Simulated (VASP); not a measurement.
A run of VASP 6.6.1:

Contents of INCAR:

```
PREC     = Accurate       # precision mode
ENCUT    = 520            # plane-wave cutoff, eV
EDIFF    = 1E-6           # SCF threshold, eV
ISMEAR   = -1             # smearing method
SIGMA    = 0.1            # smearing width, eV
LREAL    = F              # projectors in reciprocal space
LASPH    = T              # aspherical terms in the spheres
NELM     = 100            # most SCF steps
ALGO     = Normal         # electronic algorithm
ISIF     = 2              # what is computed and relaxed
LWAVE    = F              # write WAVECAR
LCHARG   = T              # write CHGCAR
GGA      = B5             # functional
ALDAX    = 1.0          
AGGAX    = 1.0          
AGGAC    = 1.0          
ALDAC    = 0.0          
LELF     = T              # ELF
LVHAR    = T            
NBANDS   = 20             # bands
```

KPOINTS

```
Automatic mesh
0
Gamma
  20 20 10
```

POSCAR

```
Nb
1.0
    2.8957170197      0.0000000000      0.0000000000
   -1.4478585098      2.5077645012      0.0000000000
    0.0000000000      0.0000000000      5.3553372068
Nb
2
Direct
    0.3333333333      0.6666666667      0.2500000000
    0.6666666667      0.3333333333      0.7500000000
```

Potentials or basis: VASP PAW PBE potentials, release 64 (Nb_sv).

Command:

```console
$ cat potpaw_PBE.64/Nb_sv/POTCAR > POTCAR
$ mpirun -np 1 vasp_std > vasp.out
```

Hardware: 1 thread of AMD EPYC 7R13, with other jobs on the host.

Q: Estimate the wall time of this run.

A: Run time: 6.1 min on 1 thread of AMD EPYC 7R13, on a shared host, peak memory 0.26 GiB. Counts: scf iterations 12, k points 264.
